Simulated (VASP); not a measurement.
# PbSe (Cmcm) in VASP: a series of runs

Runs on PbSe. Level: r2SCAN+D3(BJ). Tasks: single point, relaxation of cell and atoms.

Everything below comes from runs of VASP 6.6.1. Logs are shortened: lines on timing, memory, paths and dates and some standing lists are left out, and cuts for length are marked.

## 1. The cell of the first run

The structure is orthorhombic, space group Cmcm (No. 63). Conventional cell: a = 4.061 Å, b = 11.130 Å, c = 4.264 Å, α = 90.00°, β = 90.00°, γ = 90.00°. Pb (site symmetry m2m) has 7 Se at 2.75 to 3.47 Å and 2 Pb at 3.40 Å within 3.6 Å. Within 3.7 Å of Se (site symmetry m2m) lie 7 Pb at 2.75 to 3.47 Å and 2 Se at 3.67 Å.

## 2. Single point, r2SCAN+D3(BJ)

Contents of POSCAR:

```
PbSe
1.0
    2.0306317899     -5.5648910373      0.0000000000
    2.0306317899      5.5648910373      0.0000000000
    0.0000000000      0.0000000000      4.2637232582
Pb Se
2 2
Direct
    0.6188443461      0.3811556539      0.7500000000
    0.3811556539      0.6188443461      0.2500000000
    0.8658335753      0.1341664247      0.7500000000
    0.1341664247      0.8658335753      0.2500000000
```

Contents of INCAR.step1:

```
PREC = Accurate
ENCUT = 520
ISMEAR = 0
SIGMA = 0.01
LREAL = F
LASPH = T
NELM = 60
NBANDS = 28
GGA = PE
ALGO = Normal
EDIFF = 1E-4
LWAVE = T
LCHARG = F
```

Contents of INCAR.step2:

```
PREC = Accurate
ENCUT = 520
EDIFF = 1E-6
ISMEAR = 0
SIGMA = 0.01
LREAL = F
LASPH = T
NELM = 60
ALGO = Normal
ISIF = 2
LWAVE = F
LCHARG = F
METAGGA = R2SCAN
LMIXTAU = T
IVDW = 12
VDW_S6 = 1.0
VDW_S8 = 0.78981345
VDW_A1 = 0.49484001
VDW_A2 = 5.73083694
NBANDS = 28
ISTART = 1
```

Contents of KPOINTS:

```
regular mesh
0
Gamma
  4 4 4
```

Potentials or basis: VASP PAW PBE potentials, release 64 (Pb_d, Se).

Run with:

```sh
$ cat potpaw_PBE.64/Pb_d/POTCAR potpaw_PBE.64/Se/POTCAR > POTCAR
$ cp INCAR.step1 INCAR
$ mpirun -np 1 vasp_std > vasp.out
$ cp INCAR.step2 INCAR
$ mpirun -np 1 vasp_std > vasp.out
```

OUTCAR:

```text
PREC = Accurate
   ENCUT = 520
   EDIFF = 1E-6
   ISMEAR = 0
   LREAL = F
   LASPH = T
   NELM = 60
   ISIF = 2
   METAGGA = R2SCAN
   IVDW = 12
   ISTART = 1
 IVDW          = 12

 ion  position               nearest neighbor table
   1  0.619  0.381  0.750-   3 2.75   4 2.95   4 2.95   4 2.95   4 2.95   2 3.40   2 3.40
   2  0.381  0.619  0.250-   4 2.75   3 2.95   3 2.95   3 2.95   3 2.95   1 3.40   1 3.40
   3  0.866  0.134  0.750-   1 2.75   2 2.95   2 2.95   2 2.95   2 2.95
   4  0.134  0.866  0.250-   2 2.75   1 2.95   1 2.95   1 2.95   1 2.95

  LATTYP: Found a base centered orthorhombic cell.
 ALAT       =     4.0612635798
 B/A-ratio  =     2.7404727263
 C/A-ratio  =     1.0498514008

  Lattice vectors:

 A1 = (   2.0306317899,  -5.5648910373,   0.0000000000)
 A2 = (   2.0306317899,   5.5648910373,   0.0000000000)
 A3 = (   0.0000000000,   0.0000000000,   4.2637232582)

Analysis of symmetry for initial positions (statically):
=====================================================================
 Subroutine PRICEL returns:
 Original cell was already a primitive cell.

 Routine SETGRP: Setting up the symmetry group for a
 base centered orthorhombic supercell.

 Subroutine GETGRP returns: Found  8 space group operations
 (whereof  4 operations were pure point group operations)
 out of a pool of  8 trial point group operations.

The static configuration has the point symmetry C_2h.
 The point group associated with its full space group is D_2h.

Analysis of symmetry for dynamics (positions and initial velocities):
=====================================================================
 Subroutine PRICEL returns:
 Original cell was already a primitive cell.

 Routine SETGRP: Setting up the symmetry group for a
 base centered orthorhombic supercell.

 Subroutine GETGRP returns: Found  8 space group operations
 (whereof  4 operations were pure point group operations)
 out of a pool of  8 trial point group operations.

The dynamic configuration has the point symmetry C_2h.
 The point group associated with its full space group is D_2h.

 Subroutine INISYM returns: Found  8 space group operations
 (whereof  4 operations are pure point group operations),
 and found     1 'primitive' translations

----------------------------------------------------------------------------------------

                                     Primitive cell

  volume of cell :      96.3622

  direct lattice vectors                    reciprocal lattice vectors
     2.030631790 -5.564891037  0.000000000     0.246228786 -0.089849019  0.000000000
     2.030631790  5.564891037  0.000000000     0.246228786  0.089849019  0.000000000
     0.000000000  0.000000000  4.263723258     0.000000000  0.000000000  0.234536798

  length of vectors
     5.923806017  5.923806017  4.263723258     0.262109636  0.262109636  0.234536798

  position of ions in fractional coordinates (direct lattice)
     0.618844346  0.381155654  0.750000000
     0.381155654  0.618844346  0.250000000
     0.865833575  0.134166425  0.750000000
     0.134166425  0.865833575  0.250000000

  ion indices of the primitive-cell ions
   primitive index   ion index
                 1           1
                 2           2
                 3           3
                 4           4

----------------------------------------------------------------------------------------

 KPOINTS: regular mesh

Automatic generation of k-mesh.
 Grid dimensions read from file:
 generate k-points for:    4    4    4

 Generating k-lattice:

  Cartesian coordinates                     Fractional coordinates (reciprocal lattice)
     0.061557196 -0.022462255  0.000000000     0.250000000  0.000000000  0.000000000
     0.061557196  0.022462255  0.000000000     0.000000000  0.250000000  0.000000000
     0.000000000  0.000000000  0.058634199     0.000000000  0.000000000  0.250000000

  Length of vectors
     0.065527409  0.065527409  0.058634199

  Shift w.r.t. Gamma in fractional coordinates (k-lattice)
     0.000000000  0.000000000  0.000000000

 Subroutine IBZKPT returns following result:
 ===========================================

 Found     21 irreducible k-points:

 Following reciprocal coordinates:
            Coordinates               Weight
  0.000000  0.000000  0.000000      1.000000
  0.250000  0.000000  0.000000      4.000000
  0.500000  0.000000  0.000000      2.000000
  0.250000  0.250000  0.000000      2.000000
  0.500000  0.250000  0.000000      4.000000
 -0.250000  0.250000  0.000000      2.000000
[... 13 lines left out ...]
 -0.250000  0.250000  0.500000      2.000000
  0.500000  0.500000  0.500000      1.000000
   k-points           NKPTS =     21   k-points in BZ     NKDIM =     21   number of bands    NBANDS=     28
   number of dos      NEDOS =    301   number of ions     NIONS =      4
   total plane-waves  NPLWV =  73728
   dimension x,y,z NGX =    48 NGY =   48 NGZ =   32
   dimension x,y,z NGXF=    96 NGYF=   96 NGZF=   64
   ions per type =               2   2
   NGX,Y,Z   is equivalent  to a cutoff of  13.47, 13.47, 12.48 a.u.
   NGXF,Y,Z  is equivalent  to a cutoff of  26.94, 26.94, 24.95 a.u.
 SYSTEM =  unknown system
   PREC   = accura    normal or accurate (medium, high low for compatibility)
   ISTART =      1    job   : 0-new  1-cont  2-samecut
   ICHARG =      0    charge: 1-file 2-atom 10-const
   ISPIN  =      1    spin polarized calculation?
   LNONCOLLINEAR =      F non collinear calculations
   LSORBIT =      F    spin-orbit coupling
   LASPH  =      T    aspherical Exc in radial PAW
   ENCUT  =  520.0 eV  38.22 Ry    6.18 a.u.  11.01 11.01  7.93*2*pi/ulx,y,z
   NELM   =     60;   NELMIN=  2; NELMDL=  0     # of ELM steps
   EDIFF  = 0.1E-05   stopping-criterion for ELM
   LREAL  =      F    real-space projection
   EDIFFG = 0.1E-04   stopping-criterion for IOM
   NSW    =      0    number of steps for IOM
   IBRION =     -1    ionic relax: 0-MD 1-quasi-New 2-CG
   NFREE  =      0    steps in history (QN), initial steepest desc. (CG)
   ISIF   =      2    stress and relaxation
   ISYM   =      2    0-nonsym 1-usesym 2-fastsym
   POTIM  = 0.5000    time-step for ionic-motion
   TEBEG  =    0.0;   TEEND  =   0.0 temperature during run
   PSTRESS=    0.0 pullay stress
   NELECT =      40.0000    total number of electrons
   NUPDOWN=      -1.0000    fix difference up-down
   EMIN   =  10.00;   EMAX   =-10.00  energy-range for DOS
   EFERMI =   0.00;   METHOD = LEGACY
   ISMEAR =     0;   SIGMA  =   0.01  broadening in eV -4-tet -1-fermi 0-gaus
   EFERMI_NEDOS =   21; number of points for ismear=-14 and -15
   IALGO  =     38    algorithm
   IMIX   =      4    mixing-type and parameters
     AMIX     =   0.40;   BMIX     =  1.00
     AMIX_MAG =   1.60;   BMIX_MAG =  1.00
  volume/ion in A,a.u.               =      24.09       162.57
  Fermi-wavevector in a.u.,A,eV,Ry     =   1.221216  2.307764 20.291306  1.491369
  Thomas-Fermi vector in A             =   2.356406
   LORBIT       =      0    0 simple, 1 ext, 2 COOP (PROOUT), +10 PAW based schemes
   METAGGA = R2SCAN    functional components
   LHFCALC =     F    Hartree Fock is set to
   AEXX    =    0.0000 exact exchange contribution
   IVDW    =    12    specifies the selected vdW correction
   LEPSILON=     F    determine dielectric tensor
   LRPA    =     F    only Hartree local field effects (RPA)
 non-spin polarized calculation
 Gauss-broadening in eV      SIGMA  =   0.01
  energy-cutoff  :      520.00
  volume of cell :       96.36
 maximum number of plane-waves:      2626
 NGX is ok and might be reduce to    48
   NGX = 21   NGY = 21   NGZ = 15

 number of electron      40.0000004 magnetization

 Free energy of the ion-electron system (eV)
  ---------------------------------------------------
  ext. energy  EPLUGINS =         0.00000000
  ---------------------------------------------------
  free energy    TOTEN  =      -143.13961559 eV

  energy without entropy =     -143.13961559  energy(sigma->0) =     -143.13961559

 E-fermi :   6.5365     XC(G=0): -11.0040

 val. band max:        6.4619789810   @ k =   0.0000   0.0000   0.5000
 cond. band min:       7.5456500335   @ k =   0.5000   0.5000   0.0000
 fundamental gap:      1.0836710525
 Fermi energy:         6.5365422497

 k-point     1 :       0.0000    0.0000    0.0000
  band No.  band energies     occupation
      1     -11.0567      2.00000
      2     -10.9090      2.00000
      3     -10.8699      2.00000
      4     -10.7996      2.00000
      5     -10.7934      2.00000
      6     -10.7713      2.00000
[... 20 lines left out ...]
     27      13.2348      0.00000
     28      13.5708      0.00000

 k-point     2 :       0.2500    0.0000    0.0000
  band No.  band energies     occupation
      1     -10.9953      2.00000
      2     -10.9001      2.00000
      3     -10.8500      2.00000
      4     -10.8256      2.00000
      5     -10.7897      2.00000
      6     -10.7880      2.00000
[... 20 lines left out ...]
     27      13.8367      0.00000
     28      14.0929      0.00000

 k-point     3 :       0.5000    0.0000    0.0000
  band No.  band energies     occupation
      1     -10.9136      2.00000
      2     -10.8911      2.00000
      3     -10.8596      2.00000
      4     -10.8558      2.00000
      5     -10.8109      2.00000
      6     -10.8050      2.00000
[... 20 lines left out ...]
     27      15.2253      0.00000
     28      15.4767      0.00000

 k-point     4 :       0.2500    0.2500    0.0000
  band No.  band energies     occupation
      1     -10.9143      2.00000
      2     -10.8973      2.00000
      3     -10.8536      2.00000
      4     -10.8448      2.00000
      5     -10.8141      2.00000
      6     -10.8053      2.00000
[... 485 lines left out ...]
     27      13.6591      0.00000
     28      13.6591      0.00000

 k-point    20 :      -0.2500    0.2500    0.5000
  band No.  band energies     occupation
      1     -10.9184      2.00000
      2     -10.9184      2.00000
      3     -10.8369      2.00000
      4     -10.8369      2.00000
      5     -10.7799      2.00000
      6     -10.7799      2.00000
[... 20 lines left out ...]
     27      16.2588      0.00000
     28      16.2588      0.00000

 k-point    21 :       0.5000    0.5000    0.5000
  band No.  band energies     occupation
      1     -10.9238      2.00000
      2     -10.9238      2.00000
      3     -10.8222      2.00000
      4     -10.8222      2.00000
      5     -10.7691      2.00000
      6     -10.7691      2.00000
[... 20 lines left out ...]
     27      15.1759      0.00000
     28      15.1759      0.00000

------------------------ aborting loop because EDIFF is reached ----------------------------------------

 Edisp (eV)   -0.82865

 E8    (eV) :    -0.3061

  FORCE on cell =-STRESS in cart. coord.  units (eV):
  Direction    XX          YY          ZZ          XY          YZ          ZX
  --------------------------------------------------------------------------------------
  -------------------------------------------------------------------------------------
  Total       6.05935     6.08339     6.06938     0.00000     0.00000     0.00000
  in kB     100.74639   101.14623   100.91328     0.00000     0.00000     0.00000
  external pressure =      100.94 kB  Pullay stress =        0.00 kB

 VOLUME and BASIS-vectors are now :
 -----------------------------------------------------------------------------
  energy-cutoff  :      520.00
  volume of cell :       96.36
      direct lattice vectors                 reciprocal lattice vectors
     2.030631790 -5.564891037  0.000000000     0.246228786 -0.089849019  0.000000000
     2.030631790  5.564891037  0.000000000     0.246228786  0.089849019  0.000000000
     0.000000000  0.000000000  4.263723258     0.000000000  0.000000000  0.234536798

 POSITION                                       TOTAL-FORCE (eV/Angst)
 -----------------------------------------------------------------------------------
      2.03063     -1.32271      3.19779         0.000000      0.011920      0.000000
      2.03063      1.32271      1.06593         0.000000     -0.011920     -0.000000
      2.03063     -4.07165      3.19779         0.000000     -0.012487      0.000000
      2.03063      4.07165      1.06593         0.000000      0.012487      0.000000
 -----------------------------------------------------------------------------------
    total drift:                                0.000000     -0.000000      0.000000

  FREE ENERGIE OF THE ION-ELECTRON SYSTEM (eV)
  ---------------------------------------------------
  free  energy   TOTEN  =      -143.9682654247 eV

  energy  without entropy=     -143.9682654247  energy(sigma->0) =     -143.96826542
```

It took 2.5 min on 1 thread of Intel Xeon Platinum 8559C (Emerald Rapids), shared host; peak memory 0.3 GiB.

Results:

| Quantity | Value |
| --- | --- |
| Free energy | -143.9683 eV |
| Pressure | 10.1 GPa |
| Largest force | 0.012 eV/Å |
| Band gap on the k mesh | 1.08 eV (least direct gap 1.60 eV) |
| Dispersion energy per atom | -0.207 eV |

Forces on the atoms (eV/Å):
```
Pb   0.000  0.012  0.000
Pb   0.000 -0.012  0.000
Se   0.000 -0.012  0.000
Se   0.000  0.012  0.000
```

Levels at points of the mesh, in eV from the valence-band top:
```
           k point  band 17  band 18  band 19  band 20  band 21  band 22  band 23  band 24
(0.00, 0.00, 0.00)    -2.79    -2.52    -1.95    -0.97     4.56     4.63     5.29     5.70
(0.50, 0.00, 0.00)    -1.99    -1.45    -0.83    -0.35     1.31     1.40     1.97     3.07
(0.50, 0.50, 0.00)    -3.01    -1.61    -1.57    -0.94     1.08     4.45     4.59     4.70
(0.00, 0.00, 0.50)    -1.41    -1.41     0.00     0.00     1.60     1.60     2.32     2.32
(0.50, 0.00, 0.50)    -4.43    -4.43    -1.63    -1.63     3.23     3.23     6.46     6.46
(0.50, 0.50, 0.50)    -1.12    -1.12    -0.76    -0.76     1.89     1.89     3.21     3.21
```

Caveat: the cell stands under pressure; the PAW data sets were made with another functional, which shifts forces and pressure a little; spin-orbit coupling is left out, which moves the levels of the heavy elements. A k mesh can miss the band edges.

## 3. Single point, r2SCAN+D3(BJ)

This run uses another cell than the first one, of 25.69 Å³/atom.

Contents of POSCAR:

```
PbSe
1.0
    2.0748846203     -5.7170049919      0.0000000000
    2.0748846203      5.7170049919      0.0000000000
    0.0000000000      0.0000000000      4.3311992924
Pb Se
2 2
Direct
    0.6215646325      0.3784353675      0.7500000000
    0.3784353675      0.6215646325      0.2500000000
    0.8643676764      0.1356323236      0.7500000000
    0.1356323236      0.8643676764      0.2500000000
```

INCAR.step1 is that of step 2.

INCAR.step2 is that of step 2.

KPOINTS is that of step 2.

Potentials or basis: VASP PAW PBE potentials, release 64 (Pb_d, Se).

Run with:

```sh
$ cat potpaw_PBE.64/Pb_d/POTCAR potpaw_PBE.64/Se/POTCAR > POTCAR
$ cp INCAR.step1 INCAR
$ mpirun -np 1 vasp_std > vasp.out
$ cp INCAR.step2 INCAR
$ mpirun -np 1 vasp_std > vasp.out
```

It took 2.5 min on 1 thread of Intel Xeon Platinum 8559C (Emerald Rapids), shared host; peak memory 0.31 GiB.

It converged, with:

| Quantity | Value |
| --- | --- |
| Free energy | -144.2655 eV |
| Pressure | 5.1 GPa |
| Largest force | 0.012 eV/Å |
| Band gap on the k mesh | 1.21 eV (least direct gap 1.73 eV) |
| Dispersion energy per atom | -0.194 eV |

Forces in eV/Å, atoms in the order of the input:
```
Pb   0.000  0.011  0.000
Pb   0.000 -0.011  0.000
Se   0.000 -0.012  0.000
Se   0.000  0.012  0.000
```

Levels at points of the mesh, in eV from the valence-band top:
```csv
k point,band 16,band 17,band 18,band 19,band 20,band 21,band 22,band 23,band 24,band 25
"(0.00, 0.00, 0.00)",-3.63,-2.54,-2.16,-1.68,-0.73,4.73,4.73,5.20,5.69,6.12
"(0.50, 0.00, 0.00)",-2.28,-1.69,-1.24,-0.70,-0.27,1.60,1.64,2.00,3.12,3.30
"(0.50, 0.50, 0.00)",-2.94,-2.56,-1.58,-1.40,-0.75,1.21,4.48,4.71,4.87,5.60
"(0.00, 0.00, 0.50)",-3.42,-1.21,-1.21,0.00,0.00,1.73,1.73,2.47,2.47,5.97
"(0.50, 0.00, 0.50)",-4.82,-3.92,-3.92,-1.48,-1.48,3.35,3.35,6.25,6.25,7.06
"(0.50, 0.50, 0.50)",-1.43,-1.02,-1.02,-0.61,-0.61,1.82,1.82,3.22,3.22,3.66
```

Caveat: the cell stands under pressure; the PAW data sets were made with another functional, which shifts forces and pressure a little; spin-orbit coupling is left out, which moves the levels of the heavy elements.

## 4. Single point, r2SCAN+D3(BJ)

This run uses another cell than the first one, of 27.09 Å³/atom.

Contents of POSCAR:

```
PbSe
1.0
    2.1115019677     -5.8614541896      0.0000000000
    2.1115019677      5.8614541896      0.0000000000
    0.0000000000      0.0000000000      4.3775450139
Pb Se
2 2
Direct
    0.6245694090      0.3754305910      0.7500000000
    0.3754305910      0.6245694090      0.2500000000
    0.8626960348      0.1373039652      0.7500000000
    0.1373039652      0.8626960348      0.2500000000
```

Contents of INCAR.step1:

```
SYSTEM = PbSe
PREC     = Accurate       ! precision mode
ENCUT    = 520            ! plane-wave cutoff, eV
ISMEAR   = 0              ! smearing method
SIGMA    = 0.01           ! smearing width, eV
LREAL    = .False.        ! projectors in reciprocal space
LASPH    = .True.         ! aspherical terms in the spheres
NELM     = 100            ! most SCF steps
NBANDS   = 28             ! bands
GGA      = PE             ! functional
ALGO     = Normal         ! electronic algorithm
EDIFF    = 1E-4           ! SCF threshold, eV
LWAVE    = .True.         ! write WAVECAR
LCHARG   = .False.        ! write CHGCAR
```

Contents of INCAR.step2:

```
SYSTEM = PbSe
PREC     = Accurate       ! precision mode
ENCUT    = 520            ! plane-wave cutoff, eV
EDIFF    = 1E-6           ! SCF threshold, eV
ISMEAR   = 0              ! smearing method
SIGMA    = 0.01           ! smearing width, eV
LREAL    = .False.        ! projectors in reciprocal space
LASPH    = .True.         ! aspherical terms in the spheres
NELM     = 100            ! most SCF steps
ALGO     = Normal         ! electronic algorithm
ISIF     = 2              ! what is computed and relaxed
LWAVE    = .False.        ! write WAVECAR
LCHARG   = .False.        ! write CHGCAR
METAGGA  = R2SCAN         ! meta-GGA
LMIXTAU  = .True.       
IVDW     = 12             ! dispersion correction
VDW_S6   = 1.0          
VDW_S8   = 0.78981345   
VDW_A1   = 0.49484001   
VDW_A2   = 5.73083694   
NBANDS   = 28             ! bands
ISTART   = 1
```

Contents of KPOINTS:

```
regular mesh
0
Gamma
  4 4 4
  0 0 0
```

Run with:

```sh
$ cat potpaw_PBE.64/Pb_d/POTCAR potpaw_PBE.64/Se/POTCAR > POTCAR
$ cp INCAR.step1 INCAR
$ mpirun -np 1 vasp_std > vasp.out
$ cp INCAR.step2 INCAR
$ mpirun -np 1 vasp_std > vasp.out
```

Wall time 2.9 min (1 thread of Intel Xeon Platinum 8559C (Emerald Rapids), shared host); peak memory 0.33 GiB.

It converged, with:

```
Free energy                : -144.3867 eV
Pressure                   : 2.0 GPa
Largest force              : 0.016 eV/Å
Band gap on the k mesh     : 1.29 eV (least direct gap 1.82 eV)
Dispersion energy per atom : -0.184 eV
```

Forces in eV/Å, atoms in the order of the input:
```
Pb   0.000  0.013  0.000
Pb   0.000 -0.013  0.000
Se   0.000 -0.016  0.000
Se   0.000  0.016  0.000
```

Levels at points of the mesh, in eV from the valence-band top:
```tsv
k point	band 17	band 18	band 19	band 20	band 21	band 22	band 23	band 24
(0.00, 0.00, 0.00)	-2.38	-1.90	-1.48	-0.55	4.82	4.84	5.14	5.71
(0.50, 0.00, 0.00)	-1.47	-1.09	-0.57	-0.22	1.82	1.86	2.01	3.15
(0.50, 0.50, 0.00)	-2.21	-1.62	-1.26	-0.61	1.29	4.53	4.83	4.98
(0.00, 0.00, 0.50)	-1.07	-1.07	0.00	0.00	1.82	1.82	2.58	2.58
(0.50, 0.00, 0.50)	-3.53	-3.53	-1.37	-1.37	3.45	3.45	6.08	6.08
(0.50, 0.50, 0.50)	-0.97	-0.97	-0.49	-0.49	1.79	1.79	3.21	3.21
```

Caveat: the PAW data sets were made with another functional, which shifts forces and pressure a little; spin-orbit coupling is left out, which moves the levels of the heavy elements.

[end of part 1 of 2]
